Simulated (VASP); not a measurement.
# WC (Fm-3m) in VASP: notebook, part 3 of 3

VASP 6.6.1. Earlier steps stand in the parts before.

**4. Single point, PBE+D4**

This run uses another cell than the first one, of 10.30 Å³/atom, 0.977 times its volume.

File INCAR:

```
ALGO     = Normal         # electronic algorithm
EDIFF    = 1E-7           # SCF threshold, eV
ENCUT    = 520            # plane-wave cutoff, eV
GGA      = PE             # functional
ISIF     = 2              # what is computed and relaxed
ISMEAR   = -1             # smearing method
IVDW     = 13             # dispersion correction
LASPH    = True           # aspherical terms in the spheres
LCHARG   = False          # write CHGCAR
LREAL    = False          # projectors in reciprocal space
LWAVE    = False          # write WAVECAR
NBANDS   = 16             # bands
NELM     = 60             # most SCF steps
PREC     = Accurate       # precision mode
SIGMA    = 0.05           # smearing width, eV
```

File KPOINTS:

```
k-points
0
Gamma
  10 10 10
```

File POSCAR:

```
WC
1.0
    0.0000000000      2.1759266022      2.1759266022
    2.1759266022      0.0000000000      2.1759266022
    2.1759266022      2.1759266022      0.0000000000
W C
1 1
Direct
    0.0000000000      0.0000000000      0.0000000000
    0.5000000000      0.5000000000      0.5000000000
```

Potentials or basis: VASP PAW PBE potentials, release 64 (W_sv, C).

Command:

```bash
$ cat potpaw_PBE.64/W_sv/POTCAR potpaw_PBE.64/C/POTCAR > POTCAR
$ mpirun -np 1 vasp_std > vasp.out
```

OUTCAR:

```text
EDIFF = 1E-7
   ENCUT = 520
   GGA = PE
   ISIF = 2
   ISMEAR = -1
   IVDW = 13
   LASPH = True
   LREAL = False
   NELM = 60
   PREC = Accurate

 ion  position               nearest neighbor table
   1  0.000  0.000  0.000-   2 2.18   2 2.18   2 2.18   2 2.18   2 2.18   2 2.18
   2  0.500  0.500  0.500-   1 2.18   1 2.18   1 2.18   1 2.18   1 2.18   1 2.18

  LATTYP: Found a face centered cubic cell.
 ALAT       =     4.3518532044

  Lattice vectors:

 A1 = (   0.0000000000,   2.1759266022,   2.1759266022)
 A2 = (   2.1759266022,   0.0000000000,   2.1759266022)
 A3 = (   2.1759266022,   2.1759266022,   0.0000000000)

Analysis of symmetry for initial positions (statically):
=====================================================================
 Subroutine PRICEL returns:
 Original cell was already a primitive cell.

 Routine SETGRP: Setting up the symmetry group for a
 face centered cubic supercell.

 Subroutine GETGRP returns: Found 48 space group operations
 (whereof 48 operations were pure point group operations)
 out of a pool of 48 trial point group operations.

The static configuration has the point symmetry O_h .

Analysis of symmetry for dynamics (positions and initial velocities):
=====================================================================
 Subroutine PRICEL returns:
 Original cell was already a primitive cell.

 Routine SETGRP: Setting up the symmetry group for a
 face centered cubic supercell.

 Subroutine GETGRP returns: Found 48 space group operations
 (whereof 48 operations were pure point group operations)
 out of a pool of 48 trial point group operations.

The dynamic configuration has the point symmetry O_h .

 Subroutine INISYM returns: Found 48 space group operations
 (whereof 48 operations are pure point group operations),
 and found     1 'primitive' translations

----------------------------------------------------------------------------------------

                                     Primitive cell

  volume of cell :      20.6045
[... 109 lines left out ...]
     AMIX_MAG =   1.60;   BMIX_MAG =  1.00
  volume/ion in A,a.u.               =      10.30        69.52
  Fermi-wavevector in a.u.,A,eV,Ry     =   1.564989  2.957401 33.323282  2.449192
  Thomas-Fermi vector in A             =   2.667532
   LORBIT       =      0    0 simple, 1 ext, 2 COOP (PROOUT), +10 PAW based schemes
   GGA     = PE    functional components
   LHFCALC =     F    Hartree Fock is set to
   AEXX    =    0.0000 exact exchange contribution
   IVDW    =    13    specifies the selected vdW correction
   LEPSILON=     F    determine dielectric tensor
   LRPA    =     F    only Hartree local field effects (RPA)
 non-spin polarized calculation
  energy-cutoff  :      520.00
  volume of cell :       20.60
 maximum number of plane-waves:       568
   NGX = 11   NGY = 11   NGZ = 11

 number of electron      18.0000000 magnetization

 Free energy of the ion-electron system (eV)
  ---------------------------------------------------
  ext. energy  EPLUGINS =         0.00000000
  ---------------------------------------------------
  free energy    TOTEN  =       -21.56048973 eV

  energy without entropy =      -21.55414862  energy(sigma->0) =      -21.55731918

 E-fermi :  12.8095     XC(G=0): -13.8435

 val. band max:       12.7203420323   @ k =   0.3000   0.2000   0.1000
 cond. band min:      12.8271837194   @ k =  -0.1000   0.1000   0.0000
 fundamental gap:      0.1068416871
 Fermi energy:        12.8094677477

 k-point     1 :       0.0000    0.0000    0.0000
  band No.  band energies     occupation
      1     -62.6621      2.00000
      2     -26.6541      2.00000
      3     -26.6541      2.00000
      4     -26.6541      2.00000
      5      -3.2526      2.00000
      6       9.9283      2.00000
[... 433 lines left out ...]
      3     -26.8465      2.00000
      4     -26.8271      2.00000
      5      -0.7691      2.00000
      6       5.5711      2.00000
[... 8 lines left out ...]
     15      24.6800      0.00000
     16      28.3979      0.00000

 [... further k-points ...]

------------------------ aborting loop because EDIFF is reached ----------------------------------------

  DFT-D4 for vdW energy calculation

  Edisp (eV):   -0.98383

  FORCE on cell =-STRESS in cart. coord.  units (eV):
  Direction    XX          YY          ZZ          XY          YZ          ZX
  --------------------------------------------------------------------------------------
  -------------------------------------------------------------------------------------
  Total       0.12538     0.12538     0.12538     0.00000     0.00000     0.00000
  in kB       9.74972     9.74972     9.74972     0.00000     0.00000     0.00000
  external pressure =        9.75 kB  Pullay stress =        0.00 kB

 VOLUME and BASIS-vectors are now :
 -----------------------------------------------------------------------------
  energy-cutoff  :      520.00
  volume of cell :       20.60
      direct lattice vectors                 reciprocal lattice vectors
     0.000000000  2.175926602  2.175926602    -0.229787163  0.229787163  0.229787163
     2.175926602  0.000000000  2.175926602     0.229787163 -0.229787163  0.229787163
     2.175926602  2.175926602  0.000000000     0.229787163  0.229787163 -0.229787163

 POSITION                                       TOTAL-FORCE (eV/Angst)
 -----------------------------------------------------------------------------------
      0.00000      0.00000      0.00000         0.000000      0.000000      0.000000
      2.17593      2.17593      2.17593        -0.000000     -0.000000     -0.000000
 -----------------------------------------------------------------------------------
    total drift:                                0.000000     -0.000000     -0.000000

  FREE ENERGIE OF THE ION-ELECTRON SYSTEM (eV)
  ---------------------------------------------------
  free  energy   TOTEN  =       -22.5443244098 eV

  energy  without entropy=      -22.5379832973  energy(sigma->0) =      -22.54115385
```

stdout:

```text
POSCAR found type information on POSCAR W C
 POSCAR found :  2 types and       2 ions
 scaLAPACK will be used
 LDA part: xc-table for (Slater+PW92), standard interpolation
 POSCAR, INCAR and KPOINTS ok, starting setup
 FFT: planning ... GRIDC
 FFT: planning ... GRID_SOFT
 FFT: planning ... GRID
 WAVECAR not read
 entering main loop
```

Wall time 8 s (1 thread of Intel Xeon Platinum 8559C (Emerald Rapids), shared host); peak memory 0.14 GiB.

What came out:

```
Free energy                : -22.5443 eV
Pressure                   : 1.0 GPa
Band gap on the k mesh     : zero (band 9 reaches 13.86 eV, above the bottom of band 10 at 10.56 eV)
Dispersion energy per atom : -0.492 eV
```

Levels at points of the mesh, in eV from the Fermi level:
```tsv
k point	band 6	band 7	band 8	band 9	band 10	band 11	band 12	band 13
(0.00, 0.00, 0.00)	-2.88	-2.88	-2.88	-1.17	-1.17	-1.17	-1.03	-1.03
(0.50, 0.00, 0.00)	-10.04	-6.80	-6.80	1.05	1.05	2.37	4.90	8.98
(0.50, 0.50, 0.00)	-5.99	-5.70	-2.60	-2.60	0.85	2.32	2.32	5.62
```

Caveat: spin-orbit coupling is left out, which moves the levels of the heavy elements; pairwise dispersion overbinds metals, which lowers pressure and volume.

**5. Overview**

| level | cell | smearing | gap on the mesh (eV) | pressure (GPa) |
| --- | --- | --- | --- | --- |
| PBE | a = 3.101 Å, angles 60.0°, 2 atoms | gaussian 0.026 eV | none | -0.6 |
| PBE+D3(BJ) | a = 3.076 Å, angles 60.0°, 2 atoms | fermi-dirac 0.05 eV | none | 1.0 |
| PBE+D4 | a = 3.077 Å, angles 60.0°, 2 atoms | fermi-dirac 0.05 eV | none | 1.0 |

Alike in all rows: task single point; potentials or basis VASP PAW PBE potentials, release 64 (W_sv, C); no spin polarisation; k mesh 10 × 10 × 10; cutoff (eV) 520.

Caveats: spin-orbit coupling is left out, which moves the levels of the heavy elements; pairwise dispersion overbinds metals, which lowers pressure and volume (some runs).

Total energies depend on the potentials used, so only differences within one code and one set of settings carry meaning.
